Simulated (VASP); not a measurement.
Set up this calculation in VASP 6.6.1, as the native input.

* Task: single point
* Functional: r2SCAN
* Potentials or basis: VASP PAW PBE potentials, release 64 (Ru_pv)
* Cutoff: 520 eV
* k mesh: 18 × 18 × 10
* Occupations: gaussian, width 0.05 eV
* Spin: no spin polarisation
* Dipole correction: no
* Further INCAR settings: ALGO = Normal; EDIFF = 1e-06; NBANDS = 21

Ru:

```xyz
2
Lattice="2.7021 0.0000 0.0000 -1.3511 2.3401 0.0000 0.0000 0.0000 4.2667" Properties=species:S:1:pos:R:3 pbc="T T T"
Ru    0.0000    1.5601    3.2000
Ru    1.3511    0.7800    1.0667
```

One way to write it, as run:

POSCAR

```
Ru
1.0
    2.7021037961      0.0000000000      0.0000000000
   -1.3510518980      2.3400905311      0.0000000000
    0.0000000000      0.0000000000      4.2667117771
Ru
2
Direct
    0.3333333333      0.6666666667      0.7500000000
    0.6666666667      0.3333333333      0.2500000000
```

INCAR.step1

```
SYSTEM = Ru
PREC = Accurate
ENCUT = 520
ISMEAR = 0
SIGMA = 0.05
LREAL = .False.
LASPH = .True.
NELM = 100
NBANDS = 21
GGA = PE
ALGO = Normal
EDIFF = 1E-4
LWAVE = .True.
LCHARG = .False.
```

INCAR.step2

```
SYSTEM = Ru
PREC = Accurate
ENCUT = 520
EDIFF = 1E-6
ISMEAR = 0
SIGMA = 0.05
LREAL = .False.
LASPH = .True.
NELM = 100
ALGO = Normal
ISIF = 2
LWAVE = .False.
LCHARG = .False.
METAGGA = R2SCAN
LMIXTAU = .True.
NBANDS = 21
ISTART = 1
```

KPOINTS

```
regular mesh
0
Gamma
  18 18 10
  0 0 0
```

Potentials or basis: VASP PAW PBE potentials, release 64 (Ru_pv).

The run is started by

```bash
$ cat potpaw_PBE.64/Ru_pv/POTCAR > POTCAR
$ cp INCAR.step1 INCAR
$ mpirun -np 1 vasp_std > vasp.out
$ cp INCAR.step2 INCAR
$ mpirun -np 1 vasp_std > vasp.out
```

Results of the run:

- Pressure: 1.5 GPa
- Band gap on the k mesh: zero (bands 14 and 15 overlap by 3.29 eV)

Caveat: the PAW data sets were made with another functional, which shifts forces and pressure a little.

Wall time 4.9 min on 1 thread of Intel(R) Xeon(R) Platinum 8259CL CPU @ 2.50GHz (Skylake/Cascade Lake) (shared host), peak memory 0.22 GiB.
